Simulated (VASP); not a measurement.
# SiSb2 (Fm-3m) in VASP: further runs

Runs on SiSb2. Level: PBE. Tasks: single point, relaxation of cell and atoms.

Program: VASP 6.6.1. These are calculated values, not measurements. Logs are shortened: lines on timing, memory, paths and dates and some standing lists are left out, and cuts for length are marked.

### Step 1. The cell of the first run

It takes space group Fm-3m (No. 225, cubic). Conventional cell: a = 6.833 Å, b = 6.833 Å, c = 6.833 Å, α = 90.00°, β = 90.00°, γ = 90.00°. Si (site symmetry m-3m) has 8 Sb at 2.96 Å within 3.9 Å. Within 3.9 Å of Sb (site symmetry -43m) lie 4 Si at 2.96 Å and 6 Sb at 3.42 Å.

### Step 2. Single point, PBE

File INCAR:

```
PREC     = Accurate       # precision mode
ENCUT    = 520            # plane-wave cutoff, eV
EDIFF    = 1E-6           # SCF threshold, eV
ISMEAR   = 0              # smearing method
SIGMA    = 0.1            # smearing width, eV
LREAL    = False          # projectors in reciprocal space
LASPH    = True           # aspherical terms in the spheres
NELM     = 100            # most SCF steps
ALGO     = Normal         # electronic algorithm
ISIF     = 2              # what is computed and relaxed
LWAVE    = False          # write WAVECAR
LCHARG   = True           # write CHGCAR
GGA      = PE             # functional
LELF     = True           # ELF
LVHAR    = True         
NBANDS   = 14             # bands
```

File KPOINTS:

```
regular mesh
0
Gamma
  4 4 4
```

File POSCAR:

```
SiSb2
1.0
    0.0000000000      3.4163285113      3.4163285113
    3.4163285113      0.0000000000      3.4163285113
    3.4163285113      3.4163285113      0.0000000000
Si Sb
1 2
Direct
    0.0000000000      0.0000000000      0.0000000000
    0.2500000000      0.2500000000      0.2500000000
    0.7500000000      0.7500000000      0.7500000000
```

Potentials or basis: VASP PAW PBE potentials, release 64 (Si, Sb).

The run is started by

```sh
$ cat potpaw_PBE.64/Si/POTCAR potpaw_PBE.64/Sb/POTCAR > POTCAR
$ mpirun -np 1 vasp_std > vasp.out
```

OUTCAR:

```text
PREC = Accurate
   ENCUT = 520
   EDIFF = 1E-6
   ISMEAR = 0
   LREAL = False
   LASPH = True
   NELM = 100
   ISIF = 2
   GGA = PE

 ion  position               nearest neighbor table
   1  0.000  0.000  0.000-   2 2.96   3 2.96   3 2.96   3 2.96   3 2.96   2 2.96   2 2.96   2 2.96

   2  0.250  0.250  0.250-   1 2.96   1 2.96   1 2.96   1 2.96   3 3.42   3 3.42   3 3.42   3 3.42
                             3 3.42   3 3.42
   3  0.750  0.750  0.750-   1 2.96   1 2.96   1 2.96   1 2.96   2 3.42   2 3.42   2 3.42   2 3.42
                             2 3.42   2 3.42

  LATTYP: Found a face centered cubic cell.
 ALAT       =     6.8326570226

  Lattice vectors:

 A1 = (   0.0000000000,   3.4163285113,   3.4163285113)
 A2 = (   3.4163285113,   0.0000000000,   3.4163285113)
 A3 = (   3.4163285113,   3.4163285113,   0.0000000000)

Analysis of symmetry for initial positions (statically):
=====================================================================
 Subroutine PRICEL returns:
 Original cell was already a primitive cell.

 Routine SETGRP: Setting up the symmetry group for a
 face centered cubic supercell.

 Subroutine GETGRP returns: Found 48 space group operations
 (whereof 48 operations were pure point group operations)
 out of a pool of 48 trial point group operations.

The static configuration has the point symmetry O_h .

Analysis of symmetry for dynamics (positions and initial velocities):
=====================================================================
 Subroutine PRICEL returns:
 Original cell was already a primitive cell.

 Routine SETGRP: Setting up the symmetry group for a
 face centered cubic supercell.

 Subroutine GETGRP returns: Found 48 space group operations
 (whereof 48 operations were pure point group operations)
 out of a pool of 48 trial point group operations.

The dynamic configuration has the point symmetry O_h .

 Subroutine INISYM returns: Found 48 space group operations
 (whereof 48 operations are pure point group operations),
 and found     1 'primitive' translations

----------------------------------------------------------------------------------------

                                     Primitive cell

  volume of cell :      79.7460

  direct lattice vectors                    reciprocal lattice vectors
     0.000000000  3.416328511  3.416328511    -0.146355949  0.146355949  0.146355949
     3.416328511  0.000000000  3.416328511     0.146355949 -0.146355949  0.146355949
     3.416328511  3.416328511  0.000000000     0.146355949  0.146355949 -0.146355949

  length of vectors
     4.831418114  4.831418114  4.831418114     0.253495939  0.253495939  0.253495939

  position of ions in fractional coordinates (direct lattice)
     0.000000000  0.000000000  0.000000000
     0.250000000  0.250000000  0.250000000
     0.750000000  0.750000000  0.750000000

  ion indices of the primitive-cell ions
   primitive index   ion index
                 1           1
                 2           2
                 3           3

----------------------------------------------------------------------------------------

 KPOINTS: regular mesh

Automatic generation of k-mesh.
 Grid dimensions read from file:
 generate k-points for:    4    4    4

 Generating k-lattice:

  Cartesian coordinates                     Fractional coordinates (reciprocal lattice)
    -0.036588987  0.036588987  0.036588987     0.250000000  0.000000000  0.000000000
     0.036588987 -0.036588987  0.036588987     0.000000000  0.250000000  0.000000000
     0.036588987  0.036588987 -0.036588987     0.000000000  0.000000000  0.250000000

  Length of vectors
     0.063373985  0.063373985  0.063373985

  Shift w.r.t. Gamma in fractional coordinates (k-lattice)
     0.000000000  0.000000000  0.000000000

 Subroutine IBZKPT returns following result:
 ===========================================

 Found      8 irreducible k-points:

 Following reciprocal coordinates:
            Coordinates               Weight
  0.000000  0.000000  0.000000      1.000000
  0.250000  0.000000  0.000000      8.000000
  0.500000  0.000000  0.000000      4.000000
  0.250000  0.250000  0.000000      6.000000
  0.500000  0.250000  0.000000     24.000000
 -0.250000  0.250000  0.000000     12.000000
  0.500000  0.500000  0.000000      3.000000
 -0.250000  0.500000  0.250000      6.000000
   k-points           NKPTS =      8   k-points in BZ     NKDIM =      8   number of bands    NBANDS=     14
   number of dos      NEDOS =    301   number of ions     NIONS =      3
   total plane-waves  NPLWV =  46656
   dimension x,y,z NGX =    36 NGY =   36 NGZ =   36
   dimension x,y,z NGXF=    72 NGYF=   72 NGZF=   72
   ions per type =               1   2
   NGX,Y,Z   is equivalent  to a cutoff of  12.39, 12.39, 12.39 a.u.
   NGXF,Y,Z  is equivalent  to a cutoff of  24.77, 24.77, 24.77 a.u.
 SYSTEM =  unknown system
   PREC   = accura    normal or accurate (medium, high low for compatibility)
   ISTART =      0    job   : 0-new  1-cont  2-samecut
   ICHARG =      2    charge: 1-file 2-atom 10-const
   ISPIN  =      1    spin polarized calculation?
   LNONCOLLINEAR =      F non collinear calculations
   LSORBIT =      F    spin-orbit coupling
   LASPH  =      T    aspherical Exc in radial PAW
   ENCUT  =  520.0 eV  38.22 Ry    6.18 a.u.   8.98  8.98  8.98*2*pi/ulx,y,z
   NELM   =    100;   NELMIN=  2; NELMDL= -5     # of ELM steps
   EDIFF  = 0.1E-05   stopping-criterion for ELM
   LREAL  =      F    real-space projection
[... 7 lines left out ...]
   TEBEG  =    0.0;   TEEND  =   0.0 temperature during run
   PSTRESS=    0.0 pullay stress
   NELECT =      14.0000    total number of electrons
   NUPDOWN=      -1.0000    fix difference up-down
   EMIN   =  10.00;   EMAX   =-10.00  energy-range for DOS
   EFERMI =   0.00;   METHOD = LEGACY
   ISMEAR =     0;   SIGMA  =   0.10  broadening in eV -4-tet -1-fermi 0-gaus
   EFERMI_NEDOS =   21; number of points for ismear=-14 and -15
   IALGO  =     38    algorithm
   IMIX   =      4    mixing-type and parameters
     AMIX     =   0.40;   BMIX     =  1.00
     AMIX_MAG =   1.60;   BMIX_MAG =  1.00
  volume/ion in A,a.u.               =      26.58       179.38
  Fermi-wavevector in a.u.,A,eV,Ry     =   0.916673  1.732261 11.432837  0.840290
  Thomas-Fermi vector in A             =   2.041555
   LORBIT       =      0    0 simple, 1 ext, 2 COOP (PROOUT), +10 PAW based schemes
   GGA     = PE    functional components
   LHFCALC =     F    Hartree Fock is set to
   AEXX    =    0.0000 exact exchange contribution
   IVDW    =     0    specifies the selected vdW correction
   LEPSILON=     F    determine dielectric tensor
   LRPA    =     F    only Hartree local field effects (RPA)
 non-spin polarized calculation
 Gauss-broadening in eV      SIGMA  =   0.10
  energy-cutoff  :      520.00
  volume of cell :       79.75
 maximum number of plane-waves:      2180
   NGX = 17   NGY = 17   NGZ = 17

 number of electron      14.0000000 magnetization

 Free energy of the ion-electron system (eV)
  ---------------------------------------------------
  ext. energy  EPLUGINS =         0.00000000
  ---------------------------------------------------
  free energy    TOTEN  =       -12.32777989 eV

  energy without entropy =      -12.31100844  energy(sigma->0) =      -12.31939417

 E-fermi :   7.1435     XC(G=0):  -9.6324

 val. band max:        7.0884914951   @ k =   0.5000   0.2500   0.0000
 cond. band min:       7.2680276158   @ k =   0.2500   0.2500   0.0000
 fundamental gap:      0.1795361206
 Fermi energy:         7.1435219632

 k-point     1 :       0.0000    0.0000    0.0000
  band No.  band energies     occupation
      1      -5.5030      2.00000
      2       0.4196      2.00000
      3       3.4976      2.00000
      4       4.5187      2.00000
      5       4.5187      2.00000
      6       4.5187      2.00000
      7       5.4331      2.00000
      8       5.4331      2.00000
      9       5.4331      2.00000
     10       9.4556      0.00000
     11       9.4556      0.00000
     12       9.4556      0.00000
     13      11.3887      0.00000
     14      11.3887      0.00000

 k-point     2 :       0.2500    0.0000    0.0000
  band No.  band energies     occupation
      1      -4.9496      2.00000
      2      -0.9156      2.00000
      3       1.8665      2.00000
      4       4.0464      2.00000
      5       4.0464      2.00000
      6       5.0426      2.00000
      7       5.7111      2.00000
      8       5.7111      2.00000
      9       8.1823      0.00000
     10       9.2461      0.00000
     11       9.2461      0.00000
     12       9.8869      0.00000
     13      13.7333      0.00000
     14      13.7333      0.00000

 k-point     3 :       0.5000    0.0000    0.0000
  band No.  band energies     occupation
      1      -3.6194      2.00000
      2      -2.9584      2.00000
      3       1.2472      2.00000
      4       3.8416      2.00000
      5       3.8416      2.00000
      6       5.4386      2.00000
      7       5.4386      2.00000
      8       5.5865      2.00000
      9       9.4773      0.00000
     10      10.7395      0.00000
     11      10.7395      0.00000
     12      11.1154      0.00000
     13      12.9382      0.00000
     14      12.9382      0.00000
[... 52 lines left out ...]
 k-point     7 :       0.5000    0.5000    0.0000
  band No.  band energies     occupation
      1      -3.2558      2.00000
      2      -1.5129      2.00000
      3      -1.3671      2.00000
      4       2.1977      2.00000
      5       2.1977      2.00000
      6       5.0328      2.00000
      7       9.3067      0.00000
      8       9.3067      0.00000
      9       9.7562      0.00000
     10      11.0232      0.00000
     11      11.2516      0.00000
     12      11.2516      0.00000
     13      13.0209      0.00000
     14      14.1716      0.00000

 k-point     8 :      -0.2500    0.5000    0.2500
  band No.  band energies     occupation
      1      -2.5622      2.00000
      2      -2.5622      2.00000
      3      -1.4401      2.00000
      4       1.6922      2.00000
      5       4.9532      2.00000
      6       4.9532      2.00000
      7       6.6670      2.00000
      8       8.5708      0.00000
      9       9.6645      0.00000
     10      10.4054      0.00000
     11      11.2008      0.00000
     12      11.2008      0.00000
     13      14.1223      0.00000
     14      14.5023      0.00000

------------------------ aborting loop because EDIFF is reached ----------------------------------------

  FORCE on cell =-STRESS in cart. coord.  units (eV):
  Direction    XX          YY          ZZ          XY          YZ          ZX
  --------------------------------------------------------------------------------------
  -------------------------------------------------------------------------------------
  Total        0.0170433      0.0170433      0.0170433      0.0000000     -0.0000000      0.0000000
  in kB        0.3424165      0.3424165      0.3424165      0.0000000     -0.0000000      0.0000000
  external PRESSURE =       0.3424165 kB  Pullay stress =       0.0000000 kB

 VOLUME and BASIS-vectors are now :
 -----------------------------------------------------------------------------
  energy-cutoff  :      520.00
  volume of cell :       79.75
      direct lattice vectors                 reciprocal lattice vectors
     0.000000000  3.416328511  3.416328511    -0.146355949  0.146355949  0.146355949
     3.416328511  0.000000000  3.416328511     0.146355949 -0.146355949  0.146355949
     3.416328511  3.416328511  0.000000000     0.146355949  0.146355949 -0.146355949

 POSITION                                       TOTAL-FORCE (eV/Angst)
 -----------------------------------------------------------------------------------
      0.00000      0.00000      0.00000        -0.000000     -0.000000     -0.000000
      1.70816      1.70816      1.70816         0.000000      0.000000      0.000000
      5.12449      5.12449      5.12449        -0.000000      0.000000     -0.000000
 -----------------------------------------------------------------------------------
    total drift:                                0.000000      0.000000      0.000000

  FREE ENERGIE OF THE ION-ELECTRON SYSTEM (eV)
  ---------------------------------------------------
  free  energy   TOTEN  =       -12.3277798906 eV

  energy  without entropy=      -12.3110084419  energy(sigma->0) =      -12.31939417
```

Run time: 14 s. Hardware: 1 thread of Intel Xeon Platinum 8259CL at 2.50GHz (Skylake/Cascade Lake), shared host; peak memory 0.19 GiB.

Results:

```
Free energy            : -12.3278 eV
Pressure               : 0.0 GPa
Band gap on the k mesh : zero (bands 7 and 8 overlap by 3.87 eV)
```

Caveat: the k points lie up to 0.40 Å⁻¹ apart, too coarse for converged energies and pressures of a metal; spin-orbit coupling is left out, which moves the levels of the heavy elements.

[end of part 1 of 3]
